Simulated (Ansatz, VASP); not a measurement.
Given: the input of a run of Ansatz 0.2.0 on Sb.

File input.yaml:

```yaml
crystal:
  lattice:
    - [3.3545324186, 0.0, 0.0]
    - [-1.6772662093, 2.9051102923, 0.0]
    - [0.0, 0.0, 5.47016065]
  atoms:
    - { symbol: Sb, position: [0.6666666667, 0.3333333333, 0.75] }
    - { symbol: Sb, position: [0.3333333333, 0.6666666667, 0.25] }
hamiltonian:
  xc: r2scan
  pseudopotentials: { kind: paw }
kpoints:
  mp_grid: { grid: [9, 9, 5] }
scf:
  occupations: { method: fermi_dirac, width: 0.05 }
output:
  forces: true
  stress: true
  eigenvalues: true
```

Potentials or basis: Ansatz PAW.

The run is started by

```sh
$ ansatz run input.yaml --threads 2 --pin off --max-ram 5632MiB --backend cpu --events-out ev --progress --plain --runs-dir out
```

**Question.** Set up the same calculation for VASP 6.6.1. Potentials there: VASP PAW PBE potentials, release 64 (Sb).

**Answer.** As run (the cutoff follows the program's own potentials):

POSCAR

```
Sb
1.0
    3.3545324186      0.0000000000      0.0000000000
   -1.6772662093      2.9051102923      0.0000000000
    0.0000000000      0.0000000000      5.4701606500
Sb
2
Direct
    0.6666666667      0.3333333333      0.7500000000
    0.3333333333      0.6666666667      0.2500000000
```

Contents of INCAR.step1:

```
PREC = Accurate ; ENCUT = 520
ISMEAR = -1 ; SIGMA = 0.05
LREAL = F ; LASPH = T
NELM = 100 ; NBANDS = 12
GGA = PE ; ALGO = Normal
EDIFF = 1E-4 ; LWAVE = T
LCHARG = F
```

INCAR.step2

```
PREC = Accurate ; ENCUT = 520
EDIFF = 1E-6 ; ISMEAR = -1
SIGMA = 0.05 ; LREAL = F
LASPH = T ; NELM = 100
ALGO = Normal ; ISIF = 2
LWAVE = F ; LCHARG = F
METAGGA = R2SCAN ; LMIXTAU = T
NBANDS = 12 ; ISTART = 1
```

The input KPOINTS:

```
Automatic mesh
0
Gamma
  9 9 5
```

Potentials or basis: VASP PAW PBE potentials, release 64 (Sb).

Run with:

```sh
$ cat potpaw_PBE.64/Sb/POTCAR > POTCAR
$ cp INCAR.step1 INCAR
$ mpirun -np 1 vasp_std > vasp.out
$ cp INCAR.step2 INCAR
$ mpirun -np 1 vasp_std > vasp.out
```

Both were run:

|  | VASP | Ansatz | Ansatz less VASP |
| --- | --- | --- | --- |
| gap on the k mesh at the Fermi level (eV) | none | none | - |
| pressure (GPa) | 0.6 | 0.7 | +0.11 |

VASP's potentials were made for PBE, not for r2SCAN. A gap of «none» marks a metal or a gap that the smearing closes. VASP's potentials hold 10 valence electrons a cell and Ansatz's 30, so a difference there can come from the potentials and not from the codes.

Neither program's run includes spin-orbit coupling.
